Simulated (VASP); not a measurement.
# Br (Immm) in VASP: further runs

Runs on Br. Level: PBEsol. Tasks: single point.

Everything below comes from runs of VASP 6.6.1. Logs are shortened: lines on timing, memory, paths and dates and some standing lists are left out, and cuts for length are marked.

### 1 The cell of the first run

Symmetry: Immm, No. 71, orthorhombic system. The conventional cell has a = 2.488 Å, b = 2.907 Å, c = 5.382 Å, α = 90.00°, β = 90.00°, γ = 90.00°. Br (site symmetry mmm) has 4 Br at 2.49 to 2.91 Å within 3.3 Å.

### 2 Single point, PBEsol

File INCAR:

```
SYSTEM = Br
PREC = Accurate
ENCUT = 520
EDIFF = 1E-7
ISMEAR = -1
SIGMA = 0.05
LREAL = .FALSE.
LASPH = .TRUE.
NELM = 100
ALGO = Normal
ISIF = 2
LWAVE = .FALSE.
LCHARG = .TRUE.
GGA = PS
LELF = .TRUE.
LVHAR = .TRUE.
NBANDS = 10
```

File KPOINTS:

```
regular mesh
0
G
  13 13 13
  0 0 0
```

File POSCAR:

```
Br
1.0
   -1.2442036444      1.4534057009      2.6907827784
    1.2442036444     -1.4534057009      2.6907827784
    1.2442036444      1.4534057009     -2.6907827784
Br
1
Direct
    0.0000000000      0.0000000000      0.0000000000
```

Potentials or basis: VASP PAW PBE potentials, release 64 (Br).

The run is started by

```sh
$ cat potpaw_PBE.64/Br/POTCAR > POTCAR
$ mpirun -np 1 vasp_std > vasp.out
```

OUTCAR:

```text
SYSTEM = Br
   PREC = Accurate
   ENCUT = 520
   EDIFF = 1E-7
   ISMEAR = -1
   LREAL = .FALSE.
   LASPH = .TRUE.
   NELM = 100
   ISIF = 2
   GGA = PS

 ion  position               nearest neighbor table
   1  0.000  0.000  0.000-

  LATTYP: Found a body centered orthorhombic cell.
 ALAT       =     2.4884072888
 B/A-ratio  =     1.1681413308
 C/A-ratio  =     2.1626546350

  Lattice vectors:

 A1 = (  -1.2442036444,   1.4534057009,   2.6907827784)
 A2 = (   1.2442036444,  -1.4534057009,   2.6907827784)
 A3 = (   1.2442036444,   1.4534057009,  -2.6907827784)

Analysis of symmetry for initial positions (statically):
=====================================================================
 Subroutine PRICEL returns:
 Original cell was already a primitive cell.

 Routine SETGRP: Setting up the symmetry group for a
 body centered orthorhombic supercell.

 Subroutine GETGRP returns: Found  8 space group operations
 (whereof  8 operations were pure point group operations)
 out of a pool of  8 trial point group operations.

The static configuration has the point symmetry D_2h.

Analysis of symmetry for dynamics (positions and initial velocities):
=====================================================================
 Subroutine PRICEL returns:
 Original cell was already a primitive cell.

 Routine SETGRP: Setting up the symmetry group for a
 body centered orthorhombic supercell.

 Subroutine GETGRP returns: Found  8 space group operations
 (whereof  8 operations were pure point group operations)
 out of a pool of  8 trial point group operations.

The dynamic configuration has the point symmetry D_2h.

 Subroutine INISYM returns: Found  8 space group operations
 (whereof  8 operations are pure point group operations),
 and found     1 'primitive' translations

----------------------------------------------------------------------------------------

                                     Primitive cell

  volume of cell :      19.4633

  direct lattice vectors                    reciprocal lattice vectors
    -1.244203644  1.453405701  2.690782778     0.000000000  0.344019567  0.185819533
     1.244203644 -1.453405701  2.690782778     0.401863475  0.000000000  0.185819533
     1.244203644  1.453405701 -2.690782778     0.401863475  0.344019567  0.000000000

  length of vectors
     3.301627296  3.301627296  3.301627296     0.390996626  0.442745018  0.529002566

  position of ions in fractional coordinates (direct lattice)
     0.000000000  0.000000000  0.000000000

  ion indices of the primitive-cell ions
   primitive index   ion index
                 1           1

----------------------------------------------------------------------------------------

 KPOINTS: regular mesh

Automatic generation of k-mesh.
 Grid dimensions read from file:
 generate k-points for:   13   13   13

 Generating k-lattice:

  Cartesian coordinates                     Fractional coordinates (reciprocal lattice)
     0.000000000  0.026463044  0.014293810     0.076923077  0.000000000  0.000000000
     0.030912575  0.000000000  0.014293810     0.000000000  0.076923077 -0.000000000
     0.030912575  0.026463044  0.000000000     0.000000000 -0.000000000  0.076923077

  Length of vectors
     0.030076664  0.034057309  0.040692505

  Shift w.r.t. Gamma in fractional coordinates (k-lattice)
     0.000000000  0.000000000  0.000000000

 Subroutine IBZKPT returns following result:
 ===========================================

 Found    343 irreducible k-points:

 Following reciprocal coordinates:
            Coordinates               Weight
  0.000000  0.000000  0.000000      1.000000
  0.076923  0.000000  0.000000      4.000000
  0.153846  0.000000  0.000000      4.000000
  0.230769  0.000000  0.000000      4.000000
  0.307692  0.000000  0.000000      4.000000
  0.384615  0.000000  0.000000      4.000000
[... 16 lines left out ...]
  0.153846  0.153846 -0.000000      8.000000
  0.230769  0.153846 -0.000000      8.000000
 [... further k-points ...]
   k-points           NKPTS =    343   k-points in BZ     NKDIM =    343   number of bands    NBANDS=     10
   number of dos      NEDOS =    301   number of ions     NIONS =      1
   total plane-waves  NPLWV =  21952
   dimension x,y,z NGX =    28 NGY =   28 NGZ =   28
   dimension x,y,z NGXF=    56 NGYF=   56 NGZF=   56
   ions per type =               1
   NGX,Y,Z   is equivalent  to a cutoff of  14.10, 14.10, 14.10 a.u.
   NGXF,Y,Z  is equivalent  to a cutoff of  28.20, 28.20, 28.20 a.u.
 SYSTEM =  Br
   PREC   = accura    normal or accurate (medium, high low for compatibility)
   ISTART =      0    job   : 0-new  1-cont  2-samecut
   ICHARG =      2    charge: 1-file 2-atom 10-const
   ISPIN  =      1    spin polarized calculation?
   LNONCOLLINEAR =      F non collinear calculations
   LSORBIT =      F    spin-orbit coupling
   LASPH  =      T    aspherical Exc in radial PAW
   ENCUT  =  520.0 eV  38.22 Ry    6.18 a.u.   6.14  6.14  6.14*2*pi/ulx,y,z
   NELM   =    100;   NELMIN=  2; NELMDL= -5     # of ELM steps
   EDIFF  = 0.1E-06   stopping-criterion for ELM
   LREAL  =      F    real-space projection
   EDIFFG = 0.1E-05   stopping-criterion for IOM
   NSW    =      0    number of steps for IOM
   IBRION =     -1    ionic relax: 0-MD 1-quasi-New 2-CG
   NFREE  =      0    steps in history (QN), initial steepest desc. (CG)
   ISIF   =      2    stress and relaxation
   ISYM   =      2    0-nonsym 1-usesym 2-fastsym
   POTIM  = 0.5000    time-step for ionic-motion
   TEBEG  =    0.0;   TEEND  =   0.0 temperature during run
   PSTRESS=    0.0 pullay stress
   NELECT =       7.0000    total number of electrons
   NUPDOWN=      -1.0000    fix difference up-down
   EMIN   =  10.00;   EMAX   =-10.00  energy-range for DOS
   EFERMI =   0.00;   METHOD = LEGACY
   ISMEAR =    -1;   SIGMA  =   0.05  broadening in eV -4-tet -1-fermi 0-gaus
   EFERMI_NEDOS =   21; number of points for ismear=-14 and -15
   IALGO  =     38    algorithm
   IMIX   =      4    mixing-type and parameters
     AMIX     =   0.40;   BMIX     =  1.00
     AMIX_MAG =   1.60;   BMIX_MAG =  1.00
  volume/ion in A,a.u.               =      19.46       131.34
  Fermi-wavevector in a.u.,A,eV,Ry     =   1.164220  2.200057 18.441460  1.355409
  Thomas-Fermi vector in A             =   2.300761
   LORBIT       =      0    0 simple, 1 ext, 2 COOP (PROOUT), +10 PAW based schemes
   GGA     = PS    functional components
   LHFCALC =     F    Hartree Fock is set to
   AEXX    =    0.0000 exact exchange contribution
   IVDW    =     0    specifies the selected vdW correction
   LEPSILON=     F    determine dielectric tensor
   LRPA    =     F    only Hartree local field effects (RPA)
 non-spin polarized calculation
  energy-cutoff  :      520.00
  volume of cell :       19.46
 maximum number of plane-waves:       542
 NGX is ok and might be reduce to    28
   NGX = 13   NGY = 13   NGZ = 13

 number of electron       6.9999999 magnetization

 Free energy of the ion-electron system (eV)
  ---------------------------------------------------
  ext. energy  EPLUGINS =         0.00000000
  ---------------------------------------------------
  free energy    TOTEN  =        -1.36948485 eV

  energy without entropy =       -1.36553780  energy(sigma->0) =       -1.36751133

 E-fermi :   5.3510     XC(G=0): -10.8693

 val. band max:        5.3492228925   @ k =  -0.0769  -0.0769   0.0769
 cond. band min:       5.3793997887   @ k =   0.1538   0.4615  -0.0000
 fundamental gap:      0.0301768962
 Fermi energy:         5.3510169255

 k-point     1 :       0.0000    0.0000    0.0000
  band No.  band energies     occupation
      1     -12.9971      2.00000
      2       4.7205      1.99999
      3       5.4431      0.27367
      4       9.3802      0.00000
      5      12.5315      0.00000
      6      15.8622      0.00000
      7      17.9401      0.00000
      8      18.8086      0.00000
      9      21.2964      0.00000
     10      23.3992      0.00000

 k-point     2 :       0.0769    0.0000    0.0000
  band No.  band energies     occupation
      1     -12.9091      2.00000
      2       4.4463      2.00000
      3       4.9204      1.99964
      4       9.3923      0.00000
      5      13.0927      0.00000
      6      16.0749      0.00000
      7      17.2291      0.00000
      8      18.8377      0.00000
      9      22.7473      0.00000
     10      23.5477      0.00000

 k-point     3 :       0.1538    0.0000    0.0000
  band No.  band energies     occupation
      1     -12.6531      2.00000
      2       3.1511      2.00000
      3       4.3940      2.00000
      4       9.4272      0.00000
      5      13.6871      0.00000
      6      16.0731      0.00000
      7      17.7378      0.00000
      8      19.0285      0.00000
      9      23.9560      0.00000
     10      25.4134      0.00000

 k-point     4 :       0.2308    0.0000    0.0000
  band No.  band energies     occupation
      1     -12.2557      2.00000
      2       1.4894      2.00000
      3       3.9560      2.00000
      4       9.4799      0.00000
      5      12.9636      0.00000
      6      17.2041      0.00000
      7      18.8312      0.00000
      8      20.0674      0.00000
      9      24.4038      0.00000
     10      26.5747      0.00000
[... 222 lines left out ...]
 k-point    22 :       0.0769    0.1538    0.0000
  band No.  band energies     occupation
      1     -12.2680      2.00000
      2       3.7028      2.00000
      3       5.1573      1.95932
      4       5.9386      0.00002
      5      14.4300      0.00000
      6      15.8457      0.00000
      7      18.2985      0.00000
      8      19.5292      0.00000
      9      22.4471      0.00000
     10      24.3883      0.00000

 k-point    23 :       0.1538    0.1538   -0.0000
  band No.  band energies     occupation
      1     -11.9573      2.00000
      2       2.6437      2.00000
      3       4.2757      2.00000
      4       5.9344      0.00002
      5      14.5349      0.00000
      6      16.7672      0.00000
      7      18.4736      0.00000
      8      20.3722      0.00000
      9      22.3848      0.00000
     10      23.8270      0.00000

 k-point    24 :       0.2308    0.1538   -0.0000
  band No.  band energies     occupation
      1     -11.5268      2.00000
      2       1.2649      2.00000
      3       3.6294      2.00000
      4       5.9729      0.00001
      5      13.7137      0.00000
      6      18.5700      0.00000
      7      19.0034      0.00000
      8      20.8684      0.00000
      9      22.8299      0.00000
     10      24.1438      0.00000

 [... further k-points ...]

------------------------ aborting loop because EDIFF is reached ----------------------------------------

  FORCE on cell =-STRESS in cart. coord.  units (eV):
  Direction    XX          YY          ZZ          XY          YZ          ZX
  --------------------------------------------------------------------------------------
  -------------------------------------------------------------------------------------
  Total        2.4591004      2.4384827      2.4347182      0.0000000      0.0000000      0.0000000
  in kB      202.4276729    200.7304684    200.4205872      0.0000000      0.0000000      0.0000000
  external PRESSURE =     201.1929095 kB  Pullay stress =       0.0000000 kB

 VOLUME and BASIS-vectors are now :
 -----------------------------------------------------------------------------
  energy-cutoff  :      520.00
  volume of cell :       19.46
      direct lattice vectors                 reciprocal lattice vectors
    -1.244203644  1.453405701  2.690782778     0.000000000  0.344019567  0.185819533
     1.244203644 -1.453405701  2.690782778     0.401863475  0.000000000  0.185819533
     1.244203644  1.453405701 -2.690782778     0.401863475  0.344019567  0.000000000

 POSITION                                       TOTAL-FORCE (eV/Angst)
 -----------------------------------------------------------------------------------
      0.00000      0.00000      0.00000        -0.000000      0.000000      0.000000
 -----------------------------------------------------------------------------------
    total drift:                               -0.000000      0.000000      0.000000

  FREE ENERGIE OF THE ION-ELECTRON SYSTEM (eV)
  ---------------------------------------------------
  free  energy   TOTEN  =        -1.3694848511 eV

  energy  without entropy=       -1.3655377993  energy(sigma->0) =       -1.36751133
```

Wall time 47 s (1 thread of Intel Xeon Platinum 8488C (Sapphire Rapids), shared host); peak memory 0.2 GiB.

Results:

```yaml
Free_energy: -1.3695 eV
Pressure: 20.1 GPa
```

Stress tensor (GPa, compression positive):
```
20.24  0.00  0.00
 0.00 20.07  0.00
 0.00  0.00 20.04
```

Caveat: the PAW data sets were made with another functional, which shifts forces and pressure a little; an odd number of electrons without spin polarisation forces a metal; a magnetic or distorted state may lie lower.

### 3 Single point, PBEsol

This run uses another cell than the first one, of 22.17 Å³/atom, 1.139 times its volume.

File INCAR:

```
SYSTEM = Br
PREC = Accurate ; ENCUT = 520
EDIFF = 1E-6 ; ISMEAR = -1
SIGMA = 0.05 ; LREAL = .FALSE.
LASPH = .TRUE. ; NELM = 80
ALGO = Normal ; ISIF = 2
LWAVE = .FALSE. ; LCHARG = .FALSE.
GGA = PS ; NBANDS = 10
```

File KPOINTS:

```
Automatic mesh
0
G
  13 13 13
  0 0 0
```

File POSCAR:

```
Br
1.0
   -1.2430955124      1.5517907678      2.8731196210
    1.2430955124     -1.5517907678      2.8731196210
    1.2430955124      1.5517907678     -2.8731196210
Br
1
Direct
    0.0000000000      0.0000000000      0.0000000000
```

Potentials or basis: VASP PAW PBE potentials, release 64 (Br).

The run is started by

```sh
$ cat potpaw_PBE.64/Br/POTCAR > POTCAR
$ mpirun -np 1 vasp_std > vasp.out
```

Run time: 40 s. Hardware: 1 thread of Intel Xeon Platinum 8488C (Sapphire Rapids), shared host; peak memory 0.21 GiB.

It converged, with:

- Free energy: -1.6192 eV
- Pressure: 10.1 GPa

Stress tensor (GPa, compression positive):
```
10.15  0.00  0.00
 0.00 10.03  0.00
 0.00  0.00 10.03
```

Levels at points of the mesh, in eV from the Fermi level:
| k point | band 1 | band 2 | band 3 | band 4 | band 5 | band 6 |
| --- | --- | --- | --- | --- | --- | --- |
| (0.00, 0.00, 0.00) | -17.46 | -1.13 | -0.65 | 4.35 | 6.19 | 10.25 |

Caveat: the PAW data sets were made with another functional, which shifts forces and pressure a little; an odd number of electrons without spin polarisation forces a metal; a magnetic or distorted state may lie lower.
